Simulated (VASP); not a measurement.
# CsI (Pm-3m) in VASP: settings compared, part 2 of 2

VASP 6.6.1. The steps go on from the part before.

## Step 3: Single point, LDA

INCAR

```
ALGO = Normal
EDIFF = 1E-6
ENCUT = 500
GGA = CA
GGA_COMPAT = False
ISIF = 2
ISMEAR = 0
LASPH = True
LCHARG = False
LREAL = False
LWAVE = False
NBANDS = 15
NELM = 120
PREC = Accurate
SIGMA = 0.05
```

KPOINTS

```
k-points
0
Gamma
  8 8 8
```

POSCAR

```
CsI
1.0
    4.6654671083      0.0000000000      0.0000000000
    0.0000000000      4.6654671083      0.0000000000
    0.0000000000      0.0000000000      4.6654671083
Cs I
1 1
Direct
    0.0000000000      0.0000000000      0.0000000000
    0.5000000000      0.5000000000      0.5000000000
```

Potentials or basis: VASP PAW LDA potentials, release 64 (Cs_sv, I).

Run with:

```bash
$ cat potpaw_LDA.64/Cs_sv/POTCAR potpaw_LDA.64/I/POTCAR > POTCAR
$ mpirun -np 1 vasp_std > vasp.out
```

Run time: 49 s. Hardware: 1 thread of Intel Xeon 8259CL, shared host; peak memory 0.2 GiB.

The run converged. Its results:

* Free energy: -6.0786 eV
* Pressure: -1.9 GPa
* Band gap on the k mesh: 3.34 eV (least direct gap 3.44 eV)

Levels at points of the mesh, in eV from the valence-band top:
```
           k point  band 6  band 7  band 8  band 9  band 10  band 11
(0.00, 0.00, 0.00)   -0.10   -0.10   -0.10    3.34     4.05     4.05
(0.50, 0.00, 0.00)   -1.48   -0.22   -0.22    4.99     5.96     6.20
(0.50, 0.50, 0.00)   -0.83   -0.83    0.00    3.99     4.68     5.93
(0.50, 0.50, 0.50)   -1.20   -1.20   -1.20    6.75     6.75     6.75
```

Caveat: spin-orbit coupling is left out, which moves the levels of the heavy elements.

## Step 4: Single point, PBE (51.79 Å³/atom)

This run uses another cell than the first one, of 51.79 Å³/atom.

INCAR

```
SYSTEM = CsI
PREC = Accurate ; ENCUT = 500
EDIFF = 1E-6 ; ISMEAR = 0
SIGMA = 0.05 ; LREAL = .False.
LASPH = .True. ; NELM = 120
ALGO = Normal ; ISIF = 2
LWAVE = .False. ; LCHARG = .False.
GGA = PE ; NBANDS = 15
GGA_COMPAT = .False.
```

KPOINTS

```
Automatic mesh
0
Gamma
  8 8 8
  0 0 0
```

POSCAR

```
CsI
1.0
    4.6963651419      0.0000000000      0.0000000000
    0.0000000000      4.6963651419      0.0000000000
    0.0000000000      0.0000000000      4.6963651419
Cs I
1 1
Direct
    0.0000000000      0.0000000000      0.0000000000
    0.5000000000      0.5000000000      0.5000000000
```

Potentials or basis: VASP PAW PBE potentials, release 64 (Cs_sv, I).

Run with:

```bash
$ cat potpaw_PBE.64/Cs_sv/POTCAR potpaw_PBE.64/I/POTCAR > POTCAR
$ mpirun -np 1 vasp_std > vasp.out
```

Wall time 56 s (1 thread of Intel Xeon 8259CL, shared host); peak memory 0.23 GiB.

The run converged. Its results:

| Property | Result |
| --- | --- |
| Free energy | -5.4422 eV |
| Pressure | -0.2 GPa |
| Band gap on the k mesh | 3.62 eV (least direct gap 3.72 eV) |

Levels at points of the mesh, in eV from the valence-band top:
```csv
k point,band 4,band 5,band 6,band 7,band 8,band 9,band 10,band 11,band 12,band 13
"(0.00, 0.00, 0.00)",-7.22,-7.22,-0.10,-0.10,-0.10,3.62,4.29,4.29,7.58,7.58
"(0.50, 0.00, 0.00)",-7.17,-7.17,-1.37,-0.20,-0.20,5.21,6.14,6.35,6.85,7.63
"(0.50, 0.50, 0.00)",-7.49,-7.14,-0.80,-0.80,0.00,4.25,4.88,6.07,6.07,9.11
"(0.50, 0.50, 0.50)",-7.42,-7.42,-1.11,-1.11,-1.11,6.92,6.92,6.92,7.48,7.48
```

Caveat: spin-orbit coupling is left out, which moves the levels of the heavy elements.

## Step 5: Single point, PBE (52.81 Å³/atom)

This run uses another cell than the first one, of 52.81 Å³/atom.

INCAR

```
ALGO = Normal
EDIFF = 1E-6
ENCUT = 500
GGA = PE
GGA_COMPAT = F
ISIF = 2
ISMEAR = 0
LASPH = T
LCHARG = F
LREAL = F
LWAVE = F
NBANDS = 15
NELM = 120
PREC = Accurate
SIGMA = 0.05
```

KPOINTS

```
k-points
0
Gamma
  8 8 8
```

POSCAR

```
CsI
1.0
    4.7268618740      0.0000000000      0.0000000000
    0.0000000000      4.7268618740      0.0000000000
    0.0000000000      0.0000000000      4.7268618740
Cs I
1 1
Direct
    0.0000000000      0.0000000000      0.0000000000
    0.5000000000      0.5000000000      0.5000000000
```

Potentials or basis: VASP PAW PBE potentials, release 64 (Cs_sv, I).

Run with:

```bash
$ cat potpaw_PBE.64/Cs_sv/POTCAR potpaw_PBE.64/I/POTCAR > POTCAR
$ mpirun -np 1 vasp_std > vasp.out
```

OUTCAR:

```text
EDIFF = 1E-6
   ENCUT = 500
   GGA = PE
   ISIF = 2
   ISMEAR = 0
   LASPH = T
   LREAL = F
   NELM = 120
   PREC = Accurate

 ion  position               nearest neighbor table
   1  0.000  0.000  0.000-
   2  0.500  0.500  0.500-

  LATTYP: Found a simple cubic cell.
 ALAT       =     4.7268618740

  Lattice vectors:

 A1 = (   4.7268618740,   0.0000000000,   0.0000000000)
 A2 = (   0.0000000000,   4.7268618740,   0.0000000000)
 A3 = (   0.0000000000,   0.0000000000,   4.7268618740)

[... 606 lines left out ...]
      9       4.8962      0.00000
     10       5.5444      0.00000
     11       6.4163      0.00000
     12       6.5335      0.00000
     13       8.0045      0.00000
     14       8.8121      0.00000
     15       9.2743      0.00000

 [... further k-points ...]
[... 5 lines left out ...]
  --------------------------------------------------------------------------------------
  -------------------------------------------------------------------------------------
  Total       -0.2148138     -0.2148138     -0.2148138      0.0000000     -0.0000000      0.0000000
  in kB       -3.2587726     -3.2587726     -3.2587726      0.0000000     -0.0000000      0.0000000
  external PRESSURE =      -3.2587726 kB  Pullay stress =       0.0000000 kB

 VOLUME and BASIS-vectors are now :
 -----------------------------------------------------------------------------
  energy-cutoff  :      500.00
  volume of cell :      105.61
      direct lattice vectors                 reciprocal lattice vectors
     4.726861874  0.000000000  0.000000000     0.211556848  0.000000000  0.000000000
     0.000000000  4.726861874  0.000000000     0.000000000  0.211556848  0.000000000
     0.000000000  0.000000000  4.726861874     0.000000000  0.000000000  0.211556848

 POSITION                                       TOTAL-FORCE (eV/Angst)
 -----------------------------------------------------------------------------------
      0.00000      0.00000      0.00000         0.000000      0.000000      0.000000
      2.36343      2.36343      2.36343         0.000000      0.000000      0.000000
 -----------------------------------------------------------------------------------
    total drift:                                0.000000      0.000000      0.000000

  FREE ENERGIE OF THE ION-ELECTRON SYSTEM (eV)
  ---------------------------------------------------
  free  energy   TOTEN  =        -5.4391660175 eV

  energy  without entropy=       -5.4391660175  energy(sigma->0) =       -5.43916602
```

OSZICAR:

```text
N       E                     dE             d eps       ncg     rms          rms(c)
DAV:   1     0.866368344011E+02    0.86637E+02   -0.58763E+03  1050   0.842E+02
DAV:   2     0.228383907980E+01   -0.84353E+02   -0.78339E+02  1507   0.140E+02
DAV:   3    -0.549230451147E+01   -0.77761E+01   -0.77494E+01  1421   0.467E+01
DAV:   4    -0.560272053653E+01   -0.11042E+00   -0.11041E+00  1351   0.685E+00
DAV:   5    -0.560374246730E+01   -0.10219E-02   -0.10219E-02  1465   0.603E-01    0.155E+00
DAV:   6    -0.546473875482E+01    0.13900E+00   -0.11091E-01  1274   0.155E+00    0.107E+00
DAV:   7    -0.543485493234E+01    0.29884E-01   -0.11077E-01  1330   0.153E+00    0.629E-01
DAV:   8    -0.543939145162E+01   -0.45365E-02   -0.14378E-02  1120   0.641E-01    0.138E-01
DAV:   9    -0.543904476482E+01    0.34669E-03   -0.78279E-04  1435   0.134E-01    0.556E-02
DAV:  10    -0.543916859585E+01   -0.12383E-03   -0.28573E-04  1085   0.952E-02    0.347E-02
DAV:  11    -0.543916450627E+01    0.40896E-05   -0.72801E-06  1344   0.145E-02    0.150E-02
DAV:  12    -0.543916618424E+01   -0.16780E-05   -0.36555E-06  1169   0.123E-02    0.432E-03
DAV:  13    -0.543916601746E+01    0.16678E-06   -0.52375E-07  1029   0.385E-03
   1 F= -.54391660E+01 E0= -.54391660E+01  d E =-.197191E-12
```

stdout:

```text
POSCAR found type information on POSCAR CsI
 POSCAR found :  2 types and       2 ions
 scaLAPACK will be used
 LDA part: xc-table for (Slater+PW92), standard interpolation
 POSCAR, INCAR and KPOINTS ok, starting setup
 FFT: planning ... GRIDC
 FFT: planning ... GRID_SOFT
 FFT: planning ... GRID
 WAVECAR not read
 entering main loop
```

Wall time 58 s (1 thread of Intel Xeon 8259CL, shared host); peak memory 0.23 GiB.

What came out:

```
Free energy            : -5.4392 eV
Pressure               : -0.3 GPa
Band gap on the k mesh : 3.57 eV (least direct gap 3.67 eV)
```

Caveat: spin-orbit coupling is left out, which moves the levels of the heavy elements. A k mesh can miss the band edges.

## Step 6: Overview

```csv
level,potentials or basis,cell,gap on the mesh (eV),pressure (GPa)
PBEsol,"VASP PAW PBE potentials, release 64 (Cs_sv, I)","a = 4.665 Å, 2 atoms",3.52,-1.0
LDA,"VASP PAW LDA potentials, release 64 (Cs_sv, I)","a = 4.665 Å, 2 atoms",3.34,-1.9
PBE,"VASP PAW PBE potentials, release 64 (Cs_sv, I)","a = 4.696 Å, 2 atoms",3.62,-0.2
PBE,"VASP PAW PBE potentials, release 64 (Cs_sv, I)","a = 4.727 Å, 2 atoms",3.57,-0.3
```

Alike in all rows: task single point; no spin polarisation; k mesh 8 × 8 × 8; cutoff (eV) 500; smearing gaussian 0.05 eV.

Caveats: spin-orbit coupling is left out, which moves the levels of the heavy elements; the PAW data sets were made with another functional, which shifts forces and pressure a little (at least some runs).

Absolute energies hang on the potentials; compare differences alone.
